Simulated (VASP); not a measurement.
Crystal: GaN.

```
Ga N
1.0
     0.00000    2.27418    2.27418
     2.27418    0.00000    2.27418
     2.27418    2.27418    0.00000
Ga N
1 1
Direct
  0.00000 0.00000 0.00000
  0.25000 0.25000 0.25000
```

```yaml
Program: VASP 6.6.1
Task: relaxation of cell and atoms
Functional: PBEsol
Potentials_or_basis: VASP PAW PBE potentials, release 64 (Ga_d, N)
Cutoff: 600 eV
k_mesh: 8 × 8 × 8
Occupations: fermi-dirac, width 0.02 eV
Spin: no spin polarisation
```

At the start: pressure -6.2 GPa; volume 11.76 Å³/atom.

**Question.** Where does the relaxation end?

**Answer.** Over 7 steps the energy falls by 8.2 meV/atom and the volume is 11.36 Å³/atom (-3.4 %); space group F-43m (No. 216, to 0.05 Å).

The path:
```
step  energy change (eV)  largest force (eV/Å)  pressure (GPa)  volume (Å³)
   1              0.0000                0.0000           -6.21        23.52
   2             -0.0031                0.0000            6.22        22.01
   3             -0.0164                0.0000            0.33        22.71
   4             -0.0163                0.0000           -0.42        22.75
   5             -0.0164                0.0000           -0.17        22.73
   6             -0.0164                0.0000           -0.20        22.72
   7             -0.0164                0.0000           -0.06        22.72
```

Final structure:
```cif
data_structure
_symmetry_space_group_name_H-M 'P 1'
_symmetry_Int_Tables_number 1
_cell_length_a 3.1792
_cell_length_b 3.1792
_cell_length_c 3.1792
_cell_angle_alpha 60.000
_cell_angle_beta 60.000
_cell_angle_gamma 60.000
_cell_volume 22.72
loop_
_atom_site_label
_atom_site_type_symbol
_atom_site_fract_x
_atom_site_fract_y
_atom_site_fract_z
_atom_site_occupancy
Ga1 Ga 0.00000 0.00000 0.00000 1
N1 N 0.25000 0.25000 0.25000 1
```

Caveat: the PAW data sets were made with another functional, which shifts forces and pressure a little.
